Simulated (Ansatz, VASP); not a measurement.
NbTe in VASP and in Ansatz

File INCAR:

```
PREC = Accurate
ENCUT = 520
EDIFF = 1E-7
ISMEAR = -1
SIGMA = 0.05
LREAL = F
LASPH = T
NELM = 100
ALGO = Normal
ISIF = 2
LWAVE = F
LCHARG = T
GGA = PS
LELF = T
LVHAR = T
NBANDS = 16
```

The input KPOINTS:

```
Automatic mesh
0
Gamma
  6 6 6
```

POSCAR

```
NbTe
1.0
    3.7029743866      0.0000000000      0.0000000000
   -1.8514871933      3.2068698884      0.0000000000
    0.0000000000      0.0000000000      3.6942110000
Te Nb
1 1
Direct
    0.6666666667      0.3333333333      0.0000000000
    0.0000000000      0.0000000000      0.5000000000
```

Contents of input.yaml:

```yaml
crystal:
  lattice:
    - [3.7029743866, 0.0, 0.0]
    - [-1.8514871933, 3.2068698884, 0.0]
    - [0.0, 0.0, 3.694211]
  atoms:
    - { symbol: Te, position: [0.6666666667, 0.3333333333, 0.0] }
    - { symbol: Nb, position: [0.0, 0.0, 0.5] }
kpoints:
  mp_grid: { grid: [6, 6, 6] }
scf:
  occupations: { method: fermi_dirac, width: 0.05 }
hamiltonian:
  xc: pbesol
  pseudopotentials: { kind: all_electron, datasets: crystal }
output:
  forces: true
  stress: true
  eigenvalues: true
```

Alike in both runs: task single point; functional PBEsol; k mesh 6 × 6 × 6; occupations fermi-dirac, width 0.05 eV; no spin polarisation.

```csv
,VASP,Ansatz
version,VASP 6.6.1,Ansatz 0.2.0
potentials or method,"VASP PAW PBE potentials, release 64 (Te, Nb_sv), cutoff 520 eV",all-electron PAW datasets made for the crystal
```

Ansatz gave:

| Item | Value |
| --- | --- |
| gap on the k mesh at the Fermi level (eV) | none |
| pressure (GPa) | -5.1 |
| traceless stress, the component that is largest in VASP (GPa) | 0.13 |

**Question.** Which values does VASP return?

**Answer.** gap on the k mesh at the Fermi level (eV): none; pressure (GPa): -5.2; traceless stress, the component that is largest in VASP (GPa): 0.11.

VASP's potentials were made for PBE, not for PBEsol. A gap of «none» marks a metal or a gap that the smearing closes. Ansatz ran all-electron here, and VASP with PAW potentials.

Spin-orbit coupling is off throughout. Noted on Ansatz's run: the k mesh is thin for a metal, which can move the energy by tens of meV per atom.
